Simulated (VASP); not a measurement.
Input of a VASP 6.6.1 run:

The input INCAR:

```
SYSTEM = TiCo
  ALGO = Normal
  EDIFF = 1E-6
  ENCUT = 520
  GGA = PE
  ISIF = 2
  ISMEAR = 0
  ISPIN = 2
  LASPH = .TRUE.
  LCHARG = .FALSE.
  LMAXMIX = 4
  LORBIT = 11
  LREAL = .FALSE.
  LWAVE = .FALSE.
  MAGMOM = 0 0.6
  NBANDS = 22
  NELM = 150
  PREC = Accurate
  SIGMA = 0.15
```

Contents of KPOINTS:

```
k-points
0
G
  16 16 16
  0 0 0
```

Contents of POSCAR:

```
TiCo
1.0
    2.9861109900      0.0000000000      0.0000000000
    0.0000000000      2.9861109900      0.0000000000
    0.0000000000      0.0000000000      2.9861109900
Ti Co
1 1
Direct
    0.0000000000      0.0000000000      0.0000000000
    0.5000000000      0.5000000000      0.5000000000
```

Potentials or basis: VASP PAW PBE potentials, release 64 (Ti_sv, Co).

Launch:

```sh
$ cat potpaw_PBE.64/Ti_sv/POTCAR potpaw_PBE.64/Co/POTCAR > POTCAR
$ mpirun -np 1 vasp_std > vasp.out
```

Task: What does it give for the site moments?

Result: Ti -0.03; Co +0.94 μB.

Task: Predict the pressure.

Result: -0.6 GPa.
